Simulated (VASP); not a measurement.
# Sc (P6_3/mmc) in VASP: single point with LDA

Aim: the single point of Sc with LDA.

Program: VASP 6.6.1. These are calculated values, not measurements. Logs are shortened: lines on timing, memory, paths and dates and some standing lists are left out, and cuts for length are marked.

## (1) The cell of the first run

It takes space group P6_3/mmc (No. 194, hexagonal). The conventional cell has a = 3.228 Å, b = 3.228 Å, c = 4.989 Å, α = 90.00°, β = 90.00°, γ = 120.00°. Sc (site symmetry -6m2) has 12 Sc at 3.11 to 3.23 Å within 4.1 Å.

## (2) Single point, LDA, collinear spin

INCAR

```
ALGO = Normal
EDIFF = 1E-6
ENCUT = 520
ISIF = 2
ISMEAR = -1
ISPIN = 2
LASPH = True
LCHARG = False
LMAXMIX = 4
LORBIT = 11
LREAL = False
LWAVE = False
MAGMOM = 1 1
NBANDS = 22
NELM = 150
PREC = Accurate
SIGMA = 0.05
```

KPOINTS

```
k-points
0
Gamma
  18 18 11
```

POSCAR

```
Sc
1.0
    3.2280843683      0.0000000000      0.0000000000
   -1.6140421842      2.7956030685      0.0000000000
    0.0000000000      0.0000000000      4.9887837251
Sc
2
Direct
    0.3333333333      0.6666666667      0.2500000000
    0.6666666667      0.3333333333      0.7500000000
```

Potentials or basis: VASP PAW LDA potentials, release 64 (Sc_sv).

On the command line:

```
$ cat potpaw_LDA.64/Sc_sv/POTCAR > POTCAR
$ mpirun -np 1 vasp_std > vasp.out
```

OUTCAR:

```text
EDIFF = 1E-6
   ENCUT = 520
   ISIF = 2
   ISMEAR = -1
   ISPIN = 2
   LASPH = True
   LORBIT = 11
   LREAL = False
   NELM = 150
   PREC = Accurate

 ion  position               nearest neighbor table
   1  0.333  0.667  0.250-   2 3.11   2 3.11   2 3.11   2 3.11   2 3.11   2 3.11
   2  0.667  0.333  0.750-   1 3.11   1 3.11   1 3.11   1 3.11   1 3.11   1 3.11

  LATTYP: Found a hexagonal cell.
 ALAT       =     3.2280843683
 C/A-ratio  =     1.5454316418

  Lattice vectors:

 A1 = (   3.2280843683,   0.0000000000,   0.0000000000)
 A2 = (  -1.6140421842,   2.7956030685,   0.0000000000)
 A3 = (   0.0000000000,   0.0000000000,   4.9887837251)

Analysis of symmetry for initial positions (statically):
=====================================================================
 Subroutine PRICEL returns:
 Original cell was already a primitive cell.

 Routine SETGRP: Setting up the symmetry group for a
 hexagonal supercell.

 Subroutine GETGRP returns: Found 24 space group operations
 (whereof 12 operations were pure point group operations)
 out of a pool of 24 trial point group operations.

The static configuration has the point symmetry D_3d.
 The point group associated with its full space group is D_6h.

Analysis of symmetry for dynamics (positions and initial velocities):
=====================================================================
 Subroutine PRICEL returns:
 Original cell was already a primitive cell.

 Routine SETGRP: Setting up the symmetry group for a
 hexagonal supercell.

 Subroutine GETGRP returns: Found 24 space group operations
 (whereof 12 operations were pure point group operations)
 out of a pool of 24 trial point group operations.

The dynamic configuration has the point symmetry D_3d.
 The point group associated with its full space group is D_6h.

Analysis of structural, dynamic, and magnetic symmetry:
=====================================================================
 Subroutine PRICEL returns:
 Original cell was already a primitive cell.

 Routine SETGRP: Setting up the symmetry group for a
 hexagonal supercell.

 Subroutine GETGRP returns: Found 24 space group operations
 (whereof 12 operations were pure point group operations)
 out of a pool of 24 trial point group operations.

The overall configuration has the point symmetry D_3d.
 The point group associated with its full space group is D_6h.

 Subroutine INISYM returns: Found 24 space group operations
 (whereof 12 operations are pure point group operations),
 and found     1 'primitive' translations

----------------------------------------------------------------------------------------

                                     Primitive cell

  volume of cell :      45.0210

  direct lattice vectors                    reciprocal lattice vectors
     3.228084368  0.000000000  0.000000000     0.309781247  0.178852286  0.000000000
    -1.614042184  2.795603069  0.000000000     0.000000000  0.357704572  0.000000000
     0.000000000  0.000000000  4.988783725     0.000000000  0.000000000  0.200449660

  length of vectors
     3.228084368  3.228084368  4.988783725     0.357704572  0.357704572  0.200449660

  position of ions in fractional coordinates (direct lattice)
     0.333333333  0.666666667  0.250000000
     0.666666667  0.333333333  0.750000000

  ion indices of the primitive-cell ions
   primitive index   ion index
                 1           1
                 2           2

----------------------------------------------------------------------------------------

 KPOINTS: k-points

Automatic generation of k-mesh.
 Grid dimensions read from file:
 generate k-points for:   18   18   11

 Generating k-lattice:

  Cartesian coordinates                     Fractional coordinates (reciprocal lattice)
     0.017210069  0.009936238  0.000000000     0.055555556 -0.000000000  0.000000000
     0.000000000  0.019872476  0.000000000     0.000000000  0.055555556  0.000000000
     0.000000000  0.000000000  0.018222696     0.000000000  0.000000000  0.090909091

  Length of vectors
     0.019872476  0.019872476  0.018222696

  Shift w.r.t. Gamma in fractional coordinates (k-lattice)
     0.000000000  0.000000000  0.000000000

 Subroutine IBZKPT returns following result:
 ===========================================

 Found    222 irreducible k-points:

 Following reciprocal coordinates:
            Coordinates               Weight
  0.000000  0.000000  0.000000      1.000000
  0.055556  0.000000  0.000000      6.000000
  0.111111  0.000000  0.000000      6.000000
  0.166667  0.000000  0.000000      6.000000
  0.222222  0.000000  0.000000      6.000000
  0.277778  0.000000  0.000000      6.000000
[... 16 lines left out ...]
  0.333333  0.111111  0.000000     12.000000
  0.388889  0.111111  0.000000     12.000000
 [... further k-points ...]
   k-points           NKPTS =    222   k-points in BZ     NKDIM =    222   number of bands    NBANDS=     22
   number of dos      NEDOS =    301   number of ions     NIONS =      2
   total plane-waves  NPLWV =  23040
   dimension x,y,z NGX =    24 NGY =   24 NGZ =   40
   dimension x,y,z NGXF=    48 NGYF=   48 NGZF=   80
   ions per type =               2
   NGX,Y,Z   is equivalent  to a cutoff of  12.36, 12.36, 13.33 a.u.
   NGXF,Y,Z  is equivalent  to a cutoff of  24.72, 24.72, 26.66 a.u.
 SYSTEM =  unknown system
   PREC   = accura    normal or accurate (medium, high low for compatibility)
   ISTART =      0    job   : 0-new  1-cont  2-samecut
   ICHARG =      2    charge: 1-file 2-atom 10-const
   ISPIN  =      2    spin polarized calculation?
   LNONCOLLINEAR =      F non collinear calculations
   LSORBIT =      F    spin-orbit coupling
   LASPH  =      T    aspherical Exc in radial PAW
   ENCUT  =  520.0 eV  38.22 Ry    6.18 a.u.   6.00  6.00  9.28*2*pi/ulx,y,z
   NELM   =    150;   NELMIN=  2; NELMDL= -5     # of ELM steps
   EDIFF  = 0.1E-05   stopping-criterion for ELM
   LREAL  =      F    real-space projection
   EDIFFG = 0.1E-04   stopping-criterion for IOM
   NSW    =      0    number of steps for IOM
   IBRION =     -1    ionic relax: 0-MD 1-quasi-New 2-CG
   NFREE  =      0    steps in history (QN), initial steepest desc. (CG)
   ISIF   =      2    stress and relaxation
   ISYM   =      2    0-nonsym 1-usesym 2-fastsym
   POTIM  = 0.5000    time-step for ionic-motion
   TEBEG  =    0.0;   TEEND  =   0.0 temperature during run
   PSTRESS=    0.0 pullay stress
   NELECT =      22.0000    total number of electrons
   NUPDOWN=      -1.0000    fix difference up-down
   EMIN   =  10.00;   EMAX   =-10.00  energy-range for DOS
   EFERMI =   0.00;   METHOD = LEGACY
   ISMEAR =    -1;   SIGMA  =   0.05  broadening in eV -4-tet -1-fermi 0-gaus
   EFERMI_NEDOS =   21; number of points for ismear=-14 and -15
   IALGO  =     38    algorithm
   IMIX   =      4    mixing-type and parameters
     AMIX     =   0.40;   BMIX     =  1.00
     AMIX_MAG =   1.60;   BMIX_MAG =  1.00
  volume/ion in A,a.u.               =      22.51       151.91
  Fermi-wavevector in a.u.,A,eV,Ry     =   1.289468  2.436742 22.622798  1.662729
  Thomas-Fermi vector in A             =   2.421359
   LORBIT       =     11    0 simple, 1 ext, 2 COOP (PROOUT), +10 PAW based schemes
   GGA     = CA    functional components
   LHFCALC =     F    Hartree Fock is set to
   AEXX    =    0.0000 exact exchange contribution
   IVDW    =     0    specifies the selected vdW correction
   LEPSILON=     F    determine dielectric tensor
   LRPA    =     F    only Hartree local field effects (RPA)
 spin polarized calculation
  energy-cutoff  :      520.00
  volume of cell :       45.02
 maximum number of plane-waves:      1242
   NGX = 13   NGY = 13   NGZ = 19

 number of electron      21.9999998 magnetization       0.0010156

 number of electron      21.9999998 magnetization      -0.0000981

 Free energy of the ion-electron system (eV)
  ---------------------------------------------------
  ext. energy  EPLUGINS =         0.00000000
  ---------------------------------------------------
  free energy    TOTEN  =       -13.46406676 eV

  energy without entropy =      -13.43439427  energy(sigma->0) =      -13.44923052

 E-fermi :   4.0004     XC(G=0): -10.5230

 val. band max:        4.0001546243   @ k =   0.3889  -0.0000   0.1818
 cond. band min:       4.0035391091   @ k =   0.2222   0.0000   0.0909
 fundamental gap:      0.0033844848
 Fermi energy:         4.0003787300

 spin component 1

 k-point     1 :       0.0000    0.0000    0.0000
  band No.  band energies     occupation
      1     -44.5906      1.00000
      2     -44.4769      1.00000
      3     -23.8616      1.00000
      4     -23.3806      1.00000
      5     -23.3806      1.00000
      6     -23.2856      1.00000
[... 14 lines left out ...]
     21      11.9389      0.00000
     22      16.5464      0.00000
[... 552 lines left out ...]
  band No.  band energies     occupation
      1     -44.5033      1.00000
      2     -44.4660      1.00000
      3     -23.7222      1.00000
      4     -23.6161      1.00000
      5     -23.6035      1.00000
      6     -23.5116      1.00000
[... 14 lines left out ...]
     21      12.3220      0.00000
     22      12.6895      0.00000

 [... further k-points ...]

 spin component 2

 k-point     1 :       0.0000    0.0000    0.0000
  band No.  band energies     occupation
      1     -44.5906      1.00000
      2     -44.4769      1.00000
      3     -23.8616      1.00000
      4     -23.3806      1.00000
      5     -23.3806      1.00000
      6     -23.2856      1.00000
[... 14 lines left out ...]
     21      11.9389      0.00000
     22      16.5464      0.00000
[... 552 lines left out ...]
  band No.  band energies     occupation
      1     -44.5033      1.00000
      2     -44.4660      1.00000
      3     -23.7222      1.00000
      4     -23.6161      1.00000
      5     -23.6035      1.00000
      6     -23.5116      1.00000
[... 14 lines left out ...]
     21      12.3220      0.00000
     22      12.6894      0.00000

 [... further k-points ...]

------------------------ aborting loop because EDIFF is reached ----------------------------------------

  FORCE on cell =-STRESS in cart. coord.  units (eV):
  Direction    XX          YY          ZZ          XY          YZ          ZX
  --------------------------------------------------------------------------------------
  -------------------------------------------------------------------------------------
  Total        0.0512726      0.0512726      0.0247382     -0.0000000     -0.0000000     -0.0000000
  in kB        1.8246540      1.8246540      0.8803661     -0.0000000     -0.0000000     -0.0000000
  external PRESSURE =       1.5098914 kB  Pullay stress =       0.0000000 kB

 VOLUME and BASIS-vectors are now :
 -----------------------------------------------------------------------------
  energy-cutoff  :      520.00
  volume of cell :       45.02
      direct lattice vectors                 reciprocal lattice vectors
     3.228084368  0.000000000  0.000000000     0.309781247  0.178852286  0.000000000
    -1.614042184  2.795603069  0.000000000     0.000000000  0.357704572  0.000000000
     0.000000000  0.000000000  4.988783725     0.000000000  0.000000000  0.200449660

 POSITION                                       TOTAL-FORCE (eV/Angst)
 -----------------------------------------------------------------------------------
     -0.00000      1.86374      1.24720        -0.000000      0.000000      0.000000
      1.61404      0.93187      3.74159         0.000000     -0.000000      0.000000
 -----------------------------------------------------------------------------------
    total drift:                                0.000000     -0.000000      0.000000

  FREE ENERGIE OF THE ION-ELECTRON SYSTEM (eV)
  ---------------------------------------------------
  free  energy   TOTEN  =       -13.4640667645 eV

  energy  without entropy=      -13.4343942712  energy(sigma->0) =      -13.44923052

 total charge

# of ion       s       p       d       tot
------------------------------------------
    1        2.298   6.112   1.095   9.505
    2        2.298   6.112   1.095   9.505
--------------------------------------------------
tot          4.597  12.224   2.190  19.011

 magnetization (x)

# of ion       s       p       d       tot
------------------------------------------
    1       -0.000  -0.000  -0.000  -0.000
    2       -0.000  -0.000  -0.000  -0.000
--------------------------------------------------
tot         -0.000  -0.000  -0.000  -0.000
```

Run time: 7.7 min. Hardware: 1 thread of Intel Xeon 8259CL, shared host; peak memory 0.38 GiB.

What came out:

| Item | Value |
| --- | --- |
| Free energy | -13.4641 eV |
| Pressure | 0.2 GPa |
| Band gap on the k mesh | zero (filled and empty bands overlap) |
| Net moment | 0.00 μB per cell |
| Valence electrons inside the program's atomic spheres | Sc 9.51 |
